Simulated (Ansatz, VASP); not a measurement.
## GeSb3O2 in VASP and in Ansatz

INCAR

```
SYSTEM = GeSb3O2
  PREC = Accurate
  ENCUT = 600
  EDIFF = 1E-6
  ISMEAR = 0
  SIGMA = 0.1
  LREAL = .FALSE.
  LASPH = .TRUE.
  NELM = 100
  ALGO = Normal
  ISIF = 3
  LWAVE = .FALSE.
  LCHARG = .FALSE.
  GGA = PE
  IBRION = 2
  NSW = 90
  EDIFFG = -0.04
```

KPOINTS

```
Automatic mesh
0
G
  4 4 2
  0 0 0
```

POSCAR

```
GeSb3O2
1.0
    3.8501375900      0.0000000000      0.0000000000
    0.0000000000      3.8501375900      0.0000000000
    0.0000000000      0.0000000000      8.4978762000
Ge Sb O
1 3 2
Direct
    0.0000000000      0.0000000000      0.0000000000
    0.5000000000      0.5000000000      0.0000000000
    0.0000000000      0.5000000000      0.3835000100
    0.5000000000      0.0000000000      0.6164999900
    0.0000000000      0.5000000000      0.7365000200
    0.5000000000      0.0000000000      0.2634999800
```

Input for Ansatz:

```yaml
crystal:
  lattice:
    - [3.85013759, 0.0, 0.0]
    - [0.0, 3.85013759, 0.0]
    - [0.0, 0.0, 8.4978762]
  atoms:
    - { symbol: Ge, position: [0.0, 0.0, 0.0] }
    - { symbol: Sb, position: [0.5, 0.5, 0.0] }
    - { symbol: Sb, position: [0.0, 0.5, 0.38350001] }
    - { symbol: Sb, position: [0.5, 0.0, 0.61649999] }
    - { symbol: O, position: [0.0, 0.5, 0.73650002] }
    - { symbol: O, position: [0.5, 0.0, 0.26349998] }
basis:
  ecutwfc: 420
kpoints:
  mp_grid: { grid: [4, 4, 2] }
hamiltonian:
  xc: pbe
scf:
  occupations: { method: gaussian, width: 0.1 }
  lower_state_search: "off"
output:
  forces: true
  stress: true
  eigenvalues: true
relax:
  adjacent_minimum: "off"
  f_tol: 0.04
  max_steps: 70
  cell: { stress_tol: 0.4 }
```

Change from the starting cell: species swapped into the Zr2CuSb3 type (P-4m2, No. 115).

Alike in both runs: task relaxation of cell and atoms; functional PBE; k mesh 4 × 4 × 2; occupations gaussian, width 0.1 eV; no spin polarisation.

|  | VASP | Ansatz |
| --- | --- | --- |
| version | VASP 6.6.1 | Ansatz 0.2.0 |
| potentials or method | VASP PAW PBE potentials, release 64 (Ge_d, Sb, O), cutoff 600 eV | scalar-relativistic, plane waves, PAW |
| valence electrons in the cell | 41 | 71 |

|  | VASP | Ansatz | Ansatz less VASP |
| --- | --- | --- | --- |
| gap on the k mesh at the Fermi level, each at its own relaxed structure (eV) | none | none | - |
| relaxed volume (Å³/atom) | 21.94 | 22.19 | +0.246 |
| relaxed cell length with the largest relative difference (Å) | 7.369 | 7.467 | +0.0980 |

A gap of «none» marks a metal or a gap that the smearing closes. VASP's potentials hold 41 valence electrons a cell and Ansatz's 71, so a difference there can come from the potentials and not from the codes.

The k mesh is coarse, so the values compare programs but aren't converged. Spin-orbit coupling is off throughout.
